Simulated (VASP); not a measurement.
Wanted: the native input for a VASP 6.6.1 run.

```yaml
Task: single point
Functional: PBE
Potentials_or_basis: VASP PAW PBE potentials, release 64 (Ga_d, N)
Cutoff: 520 eV
k_mesh: 6 × 6 × 6
Occupations: gaussian, width 0.01 eV
Spin: no spin polarisation
Dipole_correction: no
Further_INCAR_settings: ALGO = Normal; EDIFF = 1e-07; NBANDS = 16
```

The structure of GaN lies in POSCAR:

```
GaN
1.0
    0.0000000000      2.1085153661      2.1085153661
    2.1085153661      0.0000000000      2.1085153661
    2.1085153661      2.1085153661      0.0000000000
Ga N
1 1
Direct
    0.5000000000      0.5000000000      0.5000000000
    0.0000000000      0.0000000000      0.0000000000
```

One way to write it, as run:

INCAR

```
ALGO = Normal
EDIFF = 1E-7
ENCUT = 520
GGA = PE
ISIF = 2
ISMEAR = 0
LASPH = True
LCHARG = False
LREAL = False
LWAVE = False
NBANDS = 16
NELM = 60
PREC = Accurate
SIGMA = 0.01
```

KPOINTS

```
k-points
0
Gamma
  6 6 6
```

Potentials or basis: VASP PAW PBE potentials, release 64 (Ga_d, N).

Command:

```console
$ cat potpaw_PBE.64/Ga_d/POTCAR potpaw_PBE.64/N/POTCAR > POTCAR
$ mpirun -np 1 vasp_std > vasp.out
```

Results of the run:

The pressure is 8.9 GPa and the band gap on the k mesh is 0.62 eV, indirect (least direct gap 2.83 eV).

Caveat: the k points lie up to 0.43 Å⁻¹ apart.

It took 5.3 s on 1 thread of AMD EPYC 7R13 Processor (Zen 3), on a shared host, peak memory 0.1 GiB.
